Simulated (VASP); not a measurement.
# TaN (Fm-3m) in VASP: a series of runs

Runs on TaN. Level: PBE. Tasks: relaxation of cell and atoms, single point.

All numbers are computed with VASP 6.6.1; they aren't measurements. Logs are shortened: lines on timing, memory, paths and dates and some standing lists are left out, and cuts for length are marked.

## (1) The cell of the first run

Symmetry: Fm-3m, No. 225, cubic system. Conventional cell: a = 4.418 Å, b = 4.418 Å, c = 4.418 Å, α = 90.00°, β = 90.00°, γ = 90.00°. Within 2.9 Å of Ta (site symmetry m-3m) lie 6 N at 2.21 Å. Within 2.9 Å of N (site symmetry m-3m) lie 6 Ta at 2.21 Å.

## (2) Relaxation of cell and atoms, PBE

INCAR reads:

```
PREC = Accurate
ENCUT = 600
EDIFF = 1E-6
ISMEAR = 0
SIGMA = 0.1
LREAL = False
LASPH = True
NELM = 80
ALGO = Normal
ISIF = 3
LWAVE = False
LCHARG = False
GGA = PE
IBRION = 2
NSW = 100
EDIFFG = -0.005
```

KPOINTS reads:

```
Automatic mesh
0
Gamma
  16 16 16
```

POSCAR reads:

```
TaN
1.0
    0.0000000000      2.2090903966      2.2090903966
    2.2090903966      0.0000000000      2.2090903966
    2.2090903966      2.2090903966      0.0000000000
Ta N
1 1
Direct
    0.5000000000      0.5000000000      0.5000000000
    0.0000000000      0.0000000000      0.0000000000
```

Potentials or basis: VASP PAW PBE potentials, release 64 (Ta_pv, N).

Started as:

```bash
$ cat potpaw_PBE.64/Ta_pv/POTCAR potpaw_PBE.64/N/POTCAR > POTCAR
$ mpirun -np 1 vasp_std > vasp.out
```

OUTCAR:

```text
PREC = Accurate
   ENCUT = 600
   EDIFF = 1E-6
   ISMEAR = 0
   LREAL = False
   LASPH = True
   NELM = 80
   ISIF = 3
   GGA = PE
   IBRION = 2
   NSW = 100
   EDIFFG = -0.005

 ion  position               nearest neighbor table
   1  0.500  0.500  0.500-   2 2.21   2 2.21   2 2.21   2 2.21   2 2.21   2 2.21
   2  0.000  0.000  0.000-   1 2.21   1 2.21   1 2.21   1 2.21   1 2.21   1 2.21

  LATTYP: Found a face centered cubic cell.
 ALAT       =     4.4181807932

  Lattice vectors:

 A1 = (   0.0000000000,   2.2090903966,   2.2090903966)
 A2 = (   2.2090903966,   0.0000000000,   2.2090903966)
 A3 = (   2.2090903966,   2.2090903966,   0.0000000000)

Analysis of symmetry for initial positions (statically):
=====================================================================
 Subroutine PRICEL returns:
 Original cell was already a primitive cell.

 Routine SETGRP: Setting up the symmetry group for a
 face centered cubic supercell.

 Subroutine GETGRP returns: Found 48 space group operations
 (whereof 48 operations were pure point group operations)
 out of a pool of 48 trial point group operations.

The static configuration has the point symmetry O_h .

Analysis of symmetry for dynamics (positions and initial velocities):
=====================================================================
 Subroutine PRICEL returns:
 Original cell was already a primitive cell.

 Routine SETGRP: Setting up the symmetry group for a
 face centered cubic supercell.

 Subroutine GETGRP returns: Found 48 space group operations
 (whereof 48 operations were pure point group operations)
 out of a pool of 48 trial point group operations.

The dynamic configuration has the point symmetry O_h .

 Subroutine INISYM returns: Found 48 space group operations
 (whereof 48 operations are pure point group operations),
 and found     1 'primitive' translations

----------------------------------------------------------------------------------------

                                     Primitive cell

  volume of cell :      21.5611

  direct lattice vectors                    reciprocal lattice vectors
     0.000000000  2.209090397  2.209090397    -0.226337501  0.226337501  0.226337501
     2.209090397  0.000000000  2.209090397     0.226337501 -0.226337501  0.226337501
     2.209090397  2.209090397  0.000000000     0.226337501  0.226337501 -0.226337501

  length of vectors
     3.124125599  3.124125599  3.124125599     0.392028052  0.392028052  0.392028052
[... 97 lines left out ...]
   EFERMI_NEDOS =   21; number of points for ismear=-14 and -15
   IALGO  =     38    algorithm
   IMIX   =      4    mixing-type and parameters
     AMIX     =   0.40;   BMIX     =  1.00
     AMIX_MAG =   1.60;   BMIX_MAG =  1.00
  volume/ion in A,a.u.               =      10.78        72.75
  Fermi-wavevector in a.u.,A,eV,Ry     =   1.482147  2.800852 29.888739  2.196760
  Thomas-Fermi vector in A             =   2.595969
   LORBIT       =      0    0 simple, 1 ext, 2 COOP (PROOUT), +10 PAW based schemes
   GGA     = PE    functional components
   LHFCALC =     F    Hartree Fock is set to
   AEXX    =    0.0000 exact exchange contribution
   IVDW    =     0    specifies the selected vdW correction
   LEPSILON=     F    determine dielectric tensor
   LRPA    =     F    only Hartree local field effects (RPA)
 conjugate gradient relaxation of ions
 non-spin polarized calculation
 Gauss-broadening in eV      SIGMA  =   0.10
  energy-cutoff  :      600.00
  volume of cell :       21.56
 maximum number of plane-waves:       736
 NGX is ok and might be reduce to    28
   NGX = 13   NGY = 13   NGZ = 13

--------------------------------------- Ionic step        1  -------------------------------------------

 number of electron      15.9999999 magnetization

 Free energy of the ion-electron system (eV)
  ---------------------------------------------------
  ext. energy  EPLUGINS =         0.00000000
  ---------------------------------------------------
  free energy    TOTEN  =       -21.82871912 eV

  energy without entropy =      -21.82293833  energy(sigma->0) =      -21.82582873

------------------------ aborting loop because EDIFF is reached ----------------------------------------

  FORCE on cell =-STRESS in cart. coord.  units (eV):
  Direction    XX          YY          ZZ          XY          YZ          ZX
  --------------------------------------------------------------------------------------
  -------------------------------------------------------------------------------------
  Total        0.0626097      0.0626097      0.0626097      0.0000000      0.0000000      0.0000000
  in kB        4.6524492      4.6524492      4.6524492      0.0000000      0.0000000      0.0000000
  external PRESSURE =       4.6524492 kB  Pullay stress =       0.0000000 kB
[... 59 lines left out ...]
--------------------------------------- Ionic step        3  -------------------------------------------

 number of electron      15.9999999 magnetization

 Free energy of the ion-electron system (eV)
  ---------------------------------------------------
  ext. energy  EPLUGINS =         0.00000000
  ---------------------------------------------------
  free energy    TOTEN  =       -21.82876564 eV

  energy without entropy =      -21.82296858  energy(sigma->0) =      -21.82586711

 E-fermi :   9.3669     XC(G=0): -13.3536

 val. band max:        9.3583485693   @ k =  -0.2500   0.3750   0.1250
 cond. band min:       9.3721412783   @ k =  -0.3125   0.3125   0.1250
 fundamental gap:      0.0137927091
 Fermi energy:         9.3668626252

 k-point     1 :       0.0000    0.0000    0.0000
  band No.  band energies     occupation
      1     -26.4315      2.00000
      2     -26.4315      2.00000
      3     -26.4315      2.00000
      4      -9.3645      2.00000
      5       5.5911      2.00000
      6       5.5911      2.00000
      7       5.5911      2.00000
      8       7.3105      2.00000
      9       7.3105      2.00000
     10       7.3105      2.00000
     11       9.4353      0.33299
     12       9.4353      0.33298
[... 331 lines left out ...]
 k-point    24 :      -0.0625    0.0625    0.0000
  band No.  band energies     occupation
      1     -26.5101      2.00000
      2     -26.4524      2.00000
      3     -26.4336      2.00000
      4      -9.1239      2.00000
      5       4.3958      2.00000
      6       4.7237      2.00000
      7       5.0593      2.00000
      8       7.4819      2.00000
      9       7.6912      2.00000
     10       7.9961      2.00000
     11       9.8325      0.00000
     12      10.6862      0.00000

 [... further k-points ...]
[... 5 lines left out ...]
  --------------------------------------------------------------------------------------
  -------------------------------------------------------------------------------------
  Total        0.0055966      0.0055966      0.0055966     -0.0000000      0.0000000      0.0000000
  in kB        0.4153334      0.4153334      0.4153334     -0.0000000      0.0000000      0.0000000
  external PRESSURE =       0.4153334 kB  Pullay stress =       0.0000000 kB
[... 17 lines left out ...]
  FREE ENERGIE OF THE ION-ELECTRON SYSTEM (eV)
  ---------------------------------------------------
  free  energy   TOTEN  =       -21.8287656376 eV

  energy  without entropy=      -21.8229685774  energy(sigma->0) =      -21.82586711

 reached required accuracy - stopping structural energy minimisation
```

CONTCAR:

```text
TaN
   1.00000000000000
    -0.0000000000000000    2.2100507584821614    2.2100507584821614
     2.2100507584821614   -0.0000000000000000    2.2100507584821614
     2.2100507584821614    2.2100507584821614    0.0000000000000000
  Ta              N
     1     1
Direct
     0.5000000000000000    0.5000000000000000    0.5000000000000000
     0.0000000000000000    0.0000000000000000    0.0000000000000000

  0.00000000E+00  0.00000000E+00  0.00000000E+00
  0.00000000E+00  0.00000000E+00  0.00000000E+00
```

Wall time 2.5 min (1 thread of Intel Xeon 6975P-C, shared host); peak memory 0.21 GiB.

Results:

- Free energy: -21.8288 eV
- Relaxed volume: 10.79 Å³/atom
- Relaxed cell: a = 3.125 Å, b = 3.125 Å, c = 3.125 Å, α = 60.00°, β = 60.00°, γ = 60.00°
- Space group after relaxing (to 0.05 Å): Fm-3m (No. 225)
- Energy gained by relaxing: 0.0 meV/atom
- Ionic steps: 3
- Pressure after relaxing: 0.0 GPa
- Band gap on the k mesh: zero (band 8 reaches 11.23 eV, above the bottom of band 9 at 7.31 eV)

Final structure:
```
Ta N
1.0
     0.00000    2.21005    2.21005
     2.21005    0.00000    2.21005
     2.21005    2.21005    0.00000
Ta N
1 1
Direct
  0.50000 0.50000 0.50000
  0.00000 0.00000 0.00000
```

Levels at points of the mesh, in eV from the Fermi level:
```csv
k point,band 6,band 7,band 8,band 9,band 10,band 11
"(0.00, 0.00, 0.00)",-3.78,-3.78,-2.06,-2.06,-2.06,0.07
"(0.50, 0.00, 0.00)",-7.46,-7.46,1.86,1.86,1.95,3.78
"(0.50, 0.50, 0.00)",-5.36,-4.60,-4.60,2.08,3.47,3.47
```

Caveat: spin-orbit coupling is left out, which moves the levels of the heavy elements.

## (3) Single point, PBE

INCAR reads:

```
SYSTEM = TaN
ALGO     = Normal         ! electronic algorithm
EDIFF    = 1E-6           ! SCF threshold, eV
ENCUT    = 600            ! plane-wave cutoff, eV
GGA      = PE             ! functional
GGA_COMPAT= .FALSE.      
ISIF     = 2              ! what is computed and relaxed
ISMEAR   = 0              ! smearing method
LASPH    = .TRUE.         ! aspherical terms in the spheres
LCHARG   = .TRUE.         ! write CHGCAR
LELF     = .TRUE.         ! ELF
LREAL    = .FALSE.        ! projectors in reciprocal space
LVHAR    = .TRUE.       
LWAVE    = .FALSE.        ! write WAVECAR
NBANDS   = 15             ! bands
NELM     = 120            ! most SCF steps
PREC     = Accurate       ! precision mode
SIGMA    = 0.1            ! smearing width, eV
```

KPOINTS reads:

```
k-points
0
G
  8 8 8
  0 0 0
```

POSCAR is that of step 2.

Potentials or basis: VASP PAW PBE potentials, release 64 (Ta_pv, N).

Started as:

```bash
$ cat potpaw_PBE.64/Ta_pv/POTCAR potpaw_PBE.64/N/POTCAR > POTCAR
$ mpirun -np 1 vasp_std > vasp.out
```

Run time: 15 s. Hardware: 1 thread of Intel Xeon 6975P-C, shared host; peak memory 0.16 GiB.

The run converged. Its results:

```
Free energy            : -21.8059 eV
Pressure               : 0.6 GPa
Band gap on the k mesh : zero (band 8 reaches 11.25 eV, above the bottom of band 9 at 7.32 eV)
```

Levels at points of the mesh, in eV from the Fermi level:
```
           k point  band 5  band 6  band 7  band 8  band 9  band 10  band 11  band 12
(0.00, 0.00, 0.00)   -3.84   -3.84   -3.84   -2.12   -2.12    -2.12     0.01     0.01
(0.50, 0.00, 0.00)  -10.32   -7.53   -7.53    1.81    1.81     1.90     3.72     7.33
(0.50, 0.50, 0.00)   -6.67   -5.43   -4.66   -4.66    2.02     3.41     3.41     4.34
```

Caveat: spin-orbit coupling is left out, which moves the levels of the heavy elements.
